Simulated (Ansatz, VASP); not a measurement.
# RbBr: VASP beside Ansatz

POSCAR

```
RbBr
1.0
    0.0000000000      3.8694971258      3.8694971258
    3.8694971258      0.0000000000      3.8694971258
    3.8694971258      3.8694971258      0.0000000000
Rb Br
1 1
Direct
    0.0000000000      0.0000000000      0.0000000000
    0.2500000000      0.2500000000      0.2500000000
```

File INCAR.step1:

```
PREC     = Accurate       # precision mode
ENCUT    = 520            # plane-wave cutoff, eV
EDIFF    = 1E-5           # SCF threshold, eV
ISMEAR   = 0              # smearing method
SIGMA    = 0.01           # smearing width, eV
LREAL    = F              # projectors in reciprocal space
LASPH    = T              # aspherical terms in the spheres
NELM     = 100            # most SCF steps
ALGO     = Normal         # electronic algorithm
ISIF     = 2              # what is computed and relaxed
LWAVE    = T              # write WAVECAR
LCHARG   = F              # write CHGCAR
GGA      = PE             # functional
NBANDS   = 15             # bands
```

The input INCAR.step2:

```
PREC     = Accurate       # precision mode
ENCUT    = 520            # plane-wave cutoff, eV
EDIFF    = 1E-6           # SCF threshold, eV
ISMEAR   = 0              # smearing method
SIGMA    = 0.01           # smearing width, eV
LREAL    = F              # projectors in reciprocal space
LASPH    = T              # aspherical terms in the spheres
NELM     = 100            # most SCF steps
ALGO     = Normal         # electronic algorithm
ISIF     = 2              # what is computed and relaxed
LWAVE    = F              # write WAVECAR
LCHARG   = F              # write CHGCAR
GGA      = PE             # functional
LHFCALC  = T              # exact exchange
HFSCREEN = 0.2079         # screening, 1/A
PRECFOCK = Normal       
ISTART   = 1            
NBANDS   = 15             # bands
```

File KPOINTS:

```
regular mesh
0
Gamma
  4 4 4
```

Input for Ansatz:

```yaml
crystal:
  lattice:
    - [0.0, 3.8694971258, 3.8694971258]
    - [3.8694971258, 0.0, 3.8694971258]
    - [3.8694971258, 3.8694971258, 0.0]
  atoms:
    - { symbol: Rb, position: [0.0, 0.0, 0.0] }
    - { symbol: Br, position: [0.25, 0.25, 0.25] }
kpoints:
  mp_grid: { grid: [4, 4, 4] }
  band_path:
    path:
      - [0.0, 0.0, 0.0]
      - [-0.5, -0.5, 0.0]
      - [-0.375, -0.375, 0.25]
      - [-0.375, 0.0, 0.375]
      - [0.0, 0.0, 0.5]
      - [-0.5, -0.25, 0.25]
      - [0.0, 0.5, 0.5]
    npoints: 1
hamiltonian:
  xc: hse06
scf:
  occupations: { method: fixed }
  n_extra_bands: 4
output:
  forces: true
  stress: true
  eigenvalues: true
```

Alike in both runs: task single point; functional HSE06; k mesh 4 × 4 × 4; no spin polarisation.

```csv
,VASP,Ansatz
version,VASP 6.6.1,Ansatz 0.2.0
potentials or method,"VASP PAW PBE potentials, release 64 (Rb_sv, Br)","plane waves, PAW"
plane-wave cutoff (eV),520,420
occupations,"gaussian, width 0.01 eV",fixed
valence electrons in the cell,16,16
```

Ansatz gave:

* gap on the k mesh at the Fermi level (eV): 5.17
* pressure (GPa): 0.1

Estimate VASP's values.

gap on the k mesh at the Fermi level (eV): 5.18; pressure (GPa): 0.1.

Ansatz's warnings: stress exchange threshold loose, stress scf threshold loose.
